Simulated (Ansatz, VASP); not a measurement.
## Two plane-wave programs on NaCl

The input POSCAR:

```
NaCl
1.0
    0.0000000000      2.8946615705      2.8946615705
    2.8946615705      0.0000000000      2.8946615705
    2.8946615705      2.8946615705      0.0000000000
Na Cl
1 1
Direct
    0.0000000000      0.0000000000      0.0000000000
    0.5000000000      0.5000000000      0.5000000000
```

The input INCAR.step1:

```
SYSTEM = NaCl
ALGO = Normal ; EDIFF = 1E-4
ENCUT = 520 ; GGA = PE
ISMEAR = 0 ; LASPH = .True.
LCHARG = .False. ; LREAL = .False.
LWAVE = .True. ; NBANDS = 14
NELM = 80 ; PREC = Accurate
SIGMA = 0.01
```

File INCAR.step2:

```
SYSTEM = NaCl
ALGO = Normal ; EDIFF = 1E-6
ENCUT = 520 ; ISIF = 2
ISMEAR = 0 ; ISTART = 1
LASPH = .True. ; LCHARG = .False.
LMIXTAU = .True. ; LREAL = .False.
LWAVE = .False. ; METAGGA = R2SCAN
NBANDS = 14 ; NELM = 80
PREC = Accurate ; SIGMA = 0.01
```

Contents of KPOINTS:

```
k-points
0
Gamma
  8 8 8
  0 0 0
```

Input for Ansatz:

```yaml
crystal:
  lattice:
    - [0.0, 2.8946615705, 2.8946615705]
    - [2.8946615705, 0.0, 2.8946615705]
    - [2.8946615705, 2.8946615705, 0.0]
  atoms:
    - { symbol: Na, position: [0.0, 0.0, 0.0] }
    - { symbol: Cl, position: [0.5, 0.5, 0.5] }
kpoints:
  mp_grid: { grid: [8, 8, 8] }
  band_path:
    path:
      - [0.0, 0.0, 0.0]
      - [0.5, 0.0, 0.5]
      - [0.625, 0.25, 0.625]
      - [0.375, 0.375, 0.75]
      - [0.5, 0.5, 0.5]
      - [0.5, 0.25, 0.75]
    npoints: 1
hamiltonian:
  xc: r2scan
scf:
  occupations: { method: fixed }
  n_extra_bands: 4
output:
  forces: true
  stress: true
  eigenvalues: true
  write_density: true
  write_potential: true
  elf: true
  volumetric_format: npy
```

Change from the starting cell: hydrostatic strain +3.3%.

Alike in both runs: task single point; functional r2SCAN; k mesh 8 × 8 × 8; no spin polarisation.

|  | VASP | Ansatz |
| --- | --- | --- |
| version | VASP 6.6.1 | Ansatz 0.2.0 |
| potentials or method | VASP PAW PBE potentials, release 64 (Na_pv, Cl) | plane waves, PAW |
| plane-wave cutoff (eV) | 520 | 500 |
| occupations | gaussian, width 0.01 eV | fixed |
| valence electrons in the cell | 14 | 16 |

|  | VASP | Ansatz | Ansatz less VASP |
| --- | --- | --- | --- |
| gap on the k mesh at the Fermi level (eV) | 5.61 | 5.59 | -0.023 |
| pressure (GPa) | -2.4 | -2.1 | +0.26 |

VASP's potentials were made for PBE, not for r2SCAN. VASP's potentials hold 14 valence electrons a cell and Ansatz's 16, so a difference there can come from the potentials and not from the codes.
